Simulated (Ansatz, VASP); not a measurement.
One calculation of As, two programs

```
As
1.0
     0.00000    2.90732    2.90732
     2.90732    0.00000    2.90732
     2.90732    2.90732    0.00000
As
2
Direct
  0.12500 0.12500 0.12500
  0.87500 0.87500 0.87500
```

Alike in both runs: task single point; functional r2SCAN; k mesh 10 × 10 × 10; occupations fermi-dirac, width 0.1 eV; no spin polarisation.

```csv
,VASP,Ansatz
version,VASP 6.6.1,Ansatz 0.2.0
potentials or method,"VASP PAW PBE potentials, release 64 (As), cutoff 520 eV","plane waves (500 eV) with PAW, scalar-relativistic"
valence electrons in the cell,10,30
```

VASP gave:

* pressure (GPa): 7.8

**Question.** Which values does Ansatz return?

**Answer.** Pressure (GPa): 7.7.

VASP's potentials were made for PBE, not for r2SCAN. With one functional, cell and mesh, what is left measures potentials, basis and numerics. VASP's potentials hold 10 valence electrons a cell and Ansatz's 30, so a difference there can come from the potentials and not from the codes.
